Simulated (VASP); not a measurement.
# Pb (P6_3/mmc) in VASP: further runs

Pb is run at these levels: LDA, r2SCAN; tasks: single point.

Everything below comes from runs of VASP 6.6.1. Logs are shortened: lines on timing, memory, paths and dates and some standing lists are left out, and cuts for length are marked.

### Step 1. The cell of the first run

It takes space group P6_3/mmc (No. 194, hexagonal). Conventional cell: a = 3.526 Å, b = 3.526 Å, c = 5.664 Å, α = 90.00°, β = 90.00°, γ = 120.00°. Pb (site symmetry -6m2) has 12 Pb at 3.49 to 3.53 Å within 4.6 Å.

### Step 2. Single point, LDA (volume scaled by 1.04)

Input file INCAR:

```
PREC = Accurate
ENCUT = 520
EDIFF = 1E-7
ISMEAR = -1
SIGMA = 0.05
LREAL = False
LASPH = True
NELM = 100
ALGO = Normal
ISIF = 2
LWAVE = False
LCHARG = False
NBANDS = 21
```

Input file KPOINTS:

```
Automatic mesh
0
Gamma
  9 9 5
```

Input file POSCAR:

```
Pb
1.0
    3.5257947253      0.0000000000      0.0000000000
   -1.7628973626      3.0534278007      0.0000000000
    0.0000000000      0.0000000000      5.6635610674
Pb
2
Direct
    0.6666666667      0.3333333333      0.7500000000
    0.3333333333      0.6666666667      0.2500000000
```

Potentials or basis: VASP PAW LDA potentials, release 64 (Pb_d).

Command:

```console
cat potpaw_LDA.64/Pb_d/POTCAR > POTCAR
mpirun -np 1 vasp_std > vasp.out
```

OUTCAR:

```text
PREC = Accurate
   ENCUT = 520
   EDIFF = 1E-7
   ISMEAR = -1
   LREAL = False
   LASPH = True
   NELM = 100
   ISIF = 2

 ion  position               nearest neighbor table
   1  0.667  0.333  0.750-   2 3.49   2 3.49   2 3.49   2 3.49   2 3.49   2 3.49
   2  0.333  0.667  0.250-   1 3.49   1 3.49   1 3.49   1 3.49   1 3.49   1 3.49

  LATTYP: Found a hexagonal cell.
 ALAT       =     3.5257947253
 C/A-ratio  =     1.6063218391

  Lattice vectors:

 A1 = (   3.5257947253,   0.0000000000,   0.0000000000)
 A2 = (  -1.7628973626,   3.0534278007,   0.0000000000)
 A3 = (   0.0000000000,   0.0000000000,   5.6635610674)

Analysis of symmetry for initial positions (statically):
=====================================================================
 Subroutine PRICEL returns:
 Original cell was already a primitive cell.

 Routine SETGRP: Setting up the symmetry group for a
 hexagonal supercell.

 Subroutine GETGRP returns: Found 24 space group operations
 (whereof 12 operations were pure point group operations)
 out of a pool of 24 trial point group operations.

The static configuration has the point symmetry D_3d.
 The point group associated with its full space group is D_6h.

Analysis of symmetry for dynamics (positions and initial velocities):
=====================================================================
 Subroutine PRICEL returns:
 Original cell was already a primitive cell.

 Routine SETGRP: Setting up the symmetry group for a
 hexagonal supercell.

 Subroutine GETGRP returns: Found 24 space group operations
 (whereof 12 operations were pure point group operations)
 out of a pool of 24 trial point group operations.

The dynamic configuration has the point symmetry D_3d.
 The point group associated with its full space group is D_6h.

 Subroutine INISYM returns: Found 24 space group operations
 (whereof 12 operations are pure point group operations),
 and found     1 'primitive' translations

----------------------------------------------------------------------------------------

                                     Primitive cell

  volume of cell :      60.9725

  direct lattice vectors                    reciprocal lattice vectors
     3.525794725  0.000000000  0.000000000     0.283623999  0.163750392  0.000000000
    -1.762897363  3.053427801  0.000000000     0.000000000  0.327500784  0.000000000
     0.000000000  0.000000000  5.663561067     0.000000000  0.000000000  0.176567355

  length of vectors
     3.525794725  3.525794725  5.663561067     0.327500784  0.327500784  0.176567355

  position of ions in fractional coordinates (direct lattice)
     0.666666667  0.333333333  0.750000000
     0.333333333  0.666666667  0.250000000

  ion indices of the primitive-cell ions
   primitive index   ion index
                 1           1
                 2           2

----------------------------------------------------------------------------------------

 KPOINTS: Automatic mesh

Automatic generation of k-mesh.
 Grid dimensions read from file:
 generate k-points for:    9    9    5

 Generating k-lattice:

  Cartesian coordinates                     Fractional coordinates (reciprocal lattice)
     0.031513778  0.018194488  0.000000000     0.111111111 -0.000000000  0.000000000
     0.000000000  0.036388976  0.000000000     0.000000000  0.111111111  0.000000000
     0.000000000  0.000000000  0.035313471     0.000000000  0.000000000  0.200000000

  Length of vectors
     0.036388976  0.036388976  0.035313471

  Shift w.r.t. Gamma in fractional coordinates (k-lattice)
     0.000000000  0.000000000  0.000000000

 Subroutine IBZKPT returns following result:
 ===========================================

 Found     36 irreducible k-points:

 Following reciprocal coordinates:
            Coordinates               Weight
  0.000000  0.000000  0.000000      1.000000
  0.111111  0.000000  0.000000      6.000000
  0.222222 -0.000000  0.000000      6.000000
  0.333333  0.000000  0.000000      6.000000
  0.444444 -0.000000  0.000000      6.000000
  0.111111  0.111111  0.000000      6.000000
[... 16 lines left out ...]
  0.333333  0.222222  0.200000     24.000000
  0.333333  0.333333  0.200000      4.000000
 [... further k-points ...]
   k-points           NKPTS =     36   k-points in BZ     NKDIM =     36   number of bands    NBANDS=     21
   number of dos      NEDOS =    301   number of ions     NIONS =      2
   total plane-waves  NPLWV =  32928
   dimension x,y,z NGX =    28 NGY =   28 NGZ =   42
   dimension x,y,z NGXF=    56 NGYF=   56 NGZF=   84
   ions per type =               2
   NGX,Y,Z   is equivalent  to a cutoff of  13.20, 13.20, 12.33 a.u.
   NGXF,Y,Z  is equivalent  to a cutoff of  26.40, 26.40, 24.66 a.u.
 SYSTEM =  unknown system
   PREC   = accura    normal or accurate (medium, high low for compatibility)
   ISTART =      0    job   : 0-new  1-cont  2-samecut
   ICHARG =      2    charge: 1-file 2-atom 10-const
   ISPIN  =      1    spin polarized calculation?
   LNONCOLLINEAR =      F non collinear calculations
   LSORBIT =      F    spin-orbit coupling
   LASPH  =      T    aspherical Exc in radial PAW
   ENCUT  =  520.0 eV  38.22 Ry    6.18 a.u.   6.56  6.56 10.53*2*pi/ulx,y,z
   NELM   =    100;   NELMIN=  2; NELMDL= -5     # of ELM steps
   EDIFF  = 0.1E-06   stopping-criterion for ELM
   LREAL  =      F    real-space projection
   EDIFFG = 0.1E-05   stopping-criterion for IOM
   NSW    =      0    number of steps for IOM
   IBRION =     -1    ionic relax: 0-MD 1-quasi-New 2-CG
   NFREE  =      0    steps in history (QN), initial steepest desc. (CG)
   ISIF   =      2    stress and relaxation
   ISYM   =      2    0-nonsym 1-usesym 2-fastsym
   POTIM  = 0.5000    time-step for ionic-motion
   TEBEG  =    0.0;   TEEND  =   0.0 temperature during run
   PSTRESS=    0.0 pullay stress
   NELECT =      28.0000    total number of electrons
   NUPDOWN=      -1.0000    fix difference up-down
   EMIN   =  10.00;   EMAX   =-10.00  energy-range for DOS
   EFERMI =   0.00;   METHOD = LEGACY
   ISMEAR =    -1;   SIGMA  =   0.05  broadening in eV -4-tet -1-fermi 0-gaus
   EFERMI_NEDOS =   21; number of points for ismear=-14 and -15
   IALGO  =     38    algorithm
   IMIX   =      4    mixing-type and parameters
     AMIX     =   0.40;   BMIX     =  1.00
     AMIX_MAG =   1.60;   BMIX_MAG =  1.00
  volume/ion in A,a.u.               =      30.49       205.73
  Fermi-wavevector in a.u.,A,eV,Ry     =   1.263037  2.386794 21.704865  1.595263
  Thomas-Fermi vector in A             =   2.396414
   LORBIT       =      0    0 simple, 1 ext, 2 COOP (PROOUT), +10 PAW based schemes
   GGA     = CA    functional components
   LHFCALC =     F    Hartree Fock is set to
   AEXX    =    0.0000 exact exchange contribution
   IVDW    =     0    specifies the selected vdW correction
   LEPSILON=     F    determine dielectric tensor
   LRPA    =     F    only Hartree local field effects (RPA)
 non-spin polarized calculation
  energy-cutoff  :      520.00
  volume of cell :       60.97
 maximum number of plane-waves:      1677
 NGX is ok and might be reduce to    28
   NGX = 13   NGY = 13   NGZ = 21

 number of electron      28.0000000 magnetization

 Free energy of the ion-electron system (eV)
  ---------------------------------------------------
  ext. energy  EPLUGINS =         0.00000000
  ---------------------------------------------------
  free energy    TOTEN  =        -8.44020198 eV

  energy without entropy =       -8.42764724  energy(sigma->0) =       -8.43392461

 E-fermi :   6.8924     XC(G=0): -10.4303

 val. band max:        6.8021667644   @ k =   0.3333   0.2222   0.0000
 cond. band min:       6.9157411162   @ k =   0.2222   0.1111   0.4000
 fundamental gap:      0.1135743518
 Fermi energy:         6.8924238699

 k-point     1 :       0.0000    0.0000    0.0000
  band No.  band energies     occupation
      1     -10.0815      2.00000
      2     -10.0430      2.00000
      3     -10.0430      2.00000
      4     -10.0427      2.00000
      5     -10.0211      2.00000
      6     -10.0211      2.00000
[... 13 lines left out ...]
     20      15.9637      0.00000
     21      18.4140      0.00000

 k-point     2 :       0.1111    0.0000    0.0000
  band No.  band energies     occupation
      1     -10.0864      2.00000
      2     -10.0551      2.00000
      3     -10.0187      2.00000
      4     -10.0158      2.00000
      5     -10.0023      2.00000
      6      -9.9947      2.00000
[... 13 lines left out ...]
     20      16.8686      0.00000
     21      17.5604      0.00000

 k-point     3 :       0.2222   -0.0000    0.0000
  band No.  band energies     occupation
      1     -10.1286      2.00000
      2     -10.0426      2.00000
      3     -10.0219      2.00000
      4     -10.0091      2.00000
      5      -9.9960      2.00000
      6      -9.9466      2.00000
[... 13 lines left out ...]
     20      16.4762      0.00000
     21      17.5924      0.00000

 k-point     4 :       0.3333    0.0000    0.0000
  band No.  band energies     occupation
      1     -10.1727      2.00000
      2     -10.0682      2.00000
      3     -10.0549      2.00000
      4     -10.0350      2.00000
      5      -9.9507      2.00000
      6      -9.8986      2.00000
[... 13 lines left out ...]
     20      15.6756      0.00000
     21      17.2545      0.00000

 k-point     5 :       0.4444   -0.0000    0.0000
  band No.  band energies     occupation
      1     -10.2000      2.00000
      2     -10.1011      2.00000
      3     -10.0670      2.00000
      4     -10.0509      2.00000
      5      -9.9219      2.00000
      6      -9.9204      2.00000
[... 13 lines left out ...]
     20      15.2558      0.00000
     21      17.0524      0.00000
[... 382 lines left out ...]
     20      14.6854      0.00000
     21      17.8009      0.00000

 k-point    22 :       0.2222    0.2222    0.2000
  band No.  band energies     occupation
      1     -10.1010      2.00000
      2     -10.0702      2.00000
      3     -10.0471      2.00000
      4     -10.0461      2.00000
      5      -9.9616      2.00000
      6      -9.9172      2.00000
[... 13 lines left out ...]
     20      16.9352      0.00000
     21      17.5746      0.00000

 k-point    23 :       0.3333    0.2222    0.2000
  band No.  band energies     occupation
      1     -10.1129      2.00000
      2     -10.0837      2.00000
      3     -10.0473      2.00000
      4     -10.0030      2.00000
      5      -9.9726      2.00000
      6      -9.9033      2.00000
[... 13 lines left out ...]
     20      17.5005      0.00000
     21      18.0779      0.00000

 k-point    24 :       0.3333    0.3333    0.2000
  band No.  band energies     occupation
      1     -10.1146      2.00000
      2     -10.0479      2.00000
      3     -10.0479      2.00000
      4      -9.9512      2.00000
      5      -9.9494      2.00000
      6      -9.9494      2.00000
[... 13 lines left out ...]
     20      19.3006      0.00000
     21      19.3006      0.00000

 [... further k-points ...]
[... 5 lines left out ...]
  --------------------------------------------------------------------------------------
  -------------------------------------------------------------------------------------
  Total       -1.1957190     -1.1957190     -0.1349128     -0.0000000      0.0000000      0.0000000
  in kB      -31.4199470    -31.4199470     -3.5451087     -0.0000000      0.0000000      0.0000000
  external PRESSURE =     -22.1283342 kB  Pullay stress =       0.0000000 kB

 VOLUME and BASIS-vectors are now :
 -----------------------------------------------------------------------------
  energy-cutoff  :      520.00
  volume of cell :       60.97
      direct lattice vectors                 reciprocal lattice vectors
     3.525794725  0.000000000  0.000000000     0.283623999  0.163750392  0.000000000
    -1.762897363  3.053427801  0.000000000     0.000000000  0.327500784  0.000000000
     0.000000000  0.000000000  5.663561067     0.000000000  0.000000000  0.176567355

 POSITION                                       TOTAL-FORCE (eV/Angst)
 -----------------------------------------------------------------------------------
      1.76290      1.01781      4.24767         0.000000     -0.000000      0.000000
     -0.00000      2.03562      1.41589        -0.000000      0.000000      0.000000
 -----------------------------------------------------------------------------------
    total drift:                               -0.000000      0.000000      0.000000

  FREE ENERGIE OF THE ION-ELECTRON SYSTEM (eV)
  ---------------------------------------------------
  free  energy   TOTEN  =        -8.4402019795 eV

  energy  without entropy=       -8.4276472442  energy(sigma->0) =       -8.43392461
```

Wall time 41 s (1 thread of Intel Xeon Platinum 8375C at 2.90GHz (Ice Lake), shared host); peak memory 0.16 GiB.

Results:

```
Free energy            : -8.4402 eV
Pressure               : -2.2 GPa
Band gap on the k mesh : zero (band 14 reaches 12.39 eV, above the bottom of band 15 at 5.02 eV)
```

Caveat: spin-orbit coupling is left out, which moves the levels of the heavy elements.

(Continued in part 2 of 2.)
